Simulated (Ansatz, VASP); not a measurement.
H: VASP beside Ansatz

Contents of INCAR:

```
SYSTEM = H
PREC = Accurate
ENCUT = 520
EDIFF = 1E-6
ISMEAR = 0
SIGMA = 0.05
LREAL = .False.
LASPH = .True.
NELM = 80
ALGO = Normal
ISIF = 2
LWAVE = .False.
LCHARG = .False.
GGA = CA
NBANDS = 10
```

KPOINTS

```
regular mesh
0
Gamma
  10 10 4
  0 0 0
```

POSCAR

```
H
1.0
    1.7758271134     -2.9426219425      0.0000000000
    1.7758271134      2.9426219425      0.0000000000
    0.0000000000      0.0000000000      5.4410408559
H
4
Direct
    0.5678085000      0.4321915000      0.9995149500
    0.4321915000      0.5678085000      0.0004850500
    0.4321915000      0.5678085000      0.4995149500
    0.5678085000      0.4321915000      0.5004850500
```

Input for Ansatz:

```yaml
crystal:
  lattice:
    - [1.7758271134, -2.9426219425, 0.0]
    - [1.7758271134, 2.9426219425, 0.0]
    - [0.0, 0.0, 5.4410408559]
  atoms:
    - { symbol: H, position: [0.5678085, 0.4321915, 0.99951495] }
    - { symbol: H, position: [0.4321915, 0.5678085, 0.00048505] }
    - { symbol: H, position: [0.4321915, 0.5678085, 0.49951495] }
    - { symbol: H, position: [0.5678085, 0.4321915, 0.50048505] }
basis:
  ecutwfc: 420
kpoints:
  mp_grid: { grid: [10, 10, 4] }
hamiltonian:
  xc: lda
scf:
  occupations: { method: gaussian, width: 0.05 }
output:
  forces: true
  stress: true
  eigenvalues: true
```

Alike in both runs: task single point; functional LDA; k mesh 10 × 10 × 4; occupations gaussian, width 0.05 eV; no spin polarisation.

|  | VASP | Ansatz |
| --- | --- | --- |
| version | VASP 6.6.1 | Ansatz 0.2.0 |
| potentials or method | VASP PAW LDA potentials, release 64 (H), cutoff 520 eV | scalar-relativistic, plane waves, PAW |
| valence electrons in the cell | 4 | 4 |

VASP gave:

| Property | Result |
| --- | --- |
| gap on the k mesh at the Fermi level (eV) | 6.62 |
| least direct gap on the mesh (eV) | 6.62 |
| pressure (GPa) | -1.7 |
| traceless stress, the component that is largest in VASP (GPa) | -3.09 |
| rms of the force components (eV/Å) | 0.503 |

Problem. Estimate Ansatz's values.

Solution. gap on the k mesh at the Fermi level (eV): 6.62; least direct gap on the mesh (eV): 6.62; pressure (GPa): -1.6; traceless stress, the component that is largest in VASP (GPa): -3.15; rms of the force components (eV/Å): 0.516.

LDA's correlation is that of Perdew and Zunger in VASP and of Perdew and Wang (1992) in Ansatz. Atom by atom the forces differ by 0.012 eV/Å (rms over components).
